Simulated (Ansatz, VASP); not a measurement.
**CdS in VASP and in Ansatz**

The input INCAR:

```
SYSTEM = CdS
PREC = Accurate
ENCUT = 520
EDIFF = 1E-6
ISMEAR = -1
SIGMA = 0.01
LREAL = .False.
LASPH = .True.
NELM = 80
ALGO = Normal
ISIF = 2
LWAVE = .False.
LCHARG = .False.
GGA = PS
NBANDS = 26
```

Contents of KPOINTS:

```
regular mesh
0
Gamma
  7 7 4
  0 0 0
```

POSCAR

```
CdS
1.0
    4.1070480370      0.0000000000      0.0000000000
   -2.0535240185      3.5568079346      0.0000000000
    0.0000000000      0.0000000000      6.7037033332
Cd S
2 2
Direct
    0.3333333333      0.6666666667      0.0000000000
    0.6666666667      0.3333333333      0.5000000000
    0.3333333333      0.6666666667      0.3850000000
    0.6666666667      0.3333333333      0.8850000000
```

Input for Ansatz:

```yaml
crystal:
  lattice:
    - [4.107048037, 0.0, 0.0]
    - [-2.0535240185, 3.5568079346, 0.0]
    - [0.0, 0.0, 6.7037033332]
  atoms:
    - { symbol: Cd, position: [0.3333333333, 0.6666666667, 0.0] }
    - { symbol: Cd, position: [0.6666666667, 0.3333333333, 0.5] }
    - { symbol: S, position: [0.3333333333, 0.6666666667, 0.385] }
    - { symbol: S, position: [0.6666666667, 0.3333333333, 0.885] }
kpoints:
  mp_grid: { grid: [7, 7, 4] }
  band_path:
    path:
      - [0.0, 0.0, 0.0]
      - [0.5, 0.0, 0.0]
      - [0.3333333333, 0.3333333333, 0.0]
      - [0.0, 0.0, 0.0]
      - [0.0, 0.0, 0.5]
      - [0.5, 0.0, 0.5]
      - [0.3333333333, 0.3333333333, 0.5]
      - [0.0, 0.0, 0.5]
      - [0.5, 0.0, 0.5]
    npoints: 5
scf:
  occupations: { method: fermi_dirac, width: 0.01 }
hamiltonian:
  xc: pbesol
  pseudopotentials: { kind: all_electron, lapw: { basis_error: 0.001 } }
output:
  forces: true
  stress: true
  eigenvalues: true
```

Change from the starting cell: volume scaled by 0.98.

Alike in both runs: task single point; functional PBEsol; k mesh 7 × 7 × 4; occupations fermi-dirac, width 0.01 eV; no spin polarisation.

|  | VASP | Ansatz |
| --- | --- | --- |
| version | VASP 6.6.1 | Ansatz 0.2.0 |
| potentials or method | VASP PAW PBE potentials, release 64 (Cd, S), cutoff 520 eV | all-electron LAPW, scalar-relativistic |

|  | VASP | Ansatz | Ansatz less VASP |
| --- | --- | --- | --- |
| gap on the k mesh at the Fermi level (eV) | 1.13 | 1.13 | -0.004 |
| pressure (GPa) | 1.1 | 0.7 | -0.39 |
| traceless stress, the component that is largest in VASP (GPa) | -1.61 | -1.55 | +0.059 |
| rms of the force components (eV/Å) | 0.160 | 0.154 | -0.0054 |

VASP's potentials were made for PBE, not for PBEsol. Atom by atom the forces differ by 0.005 eV/Å (rms over components). Ansatz ran all-electron here, and VASP with PAW potentials.
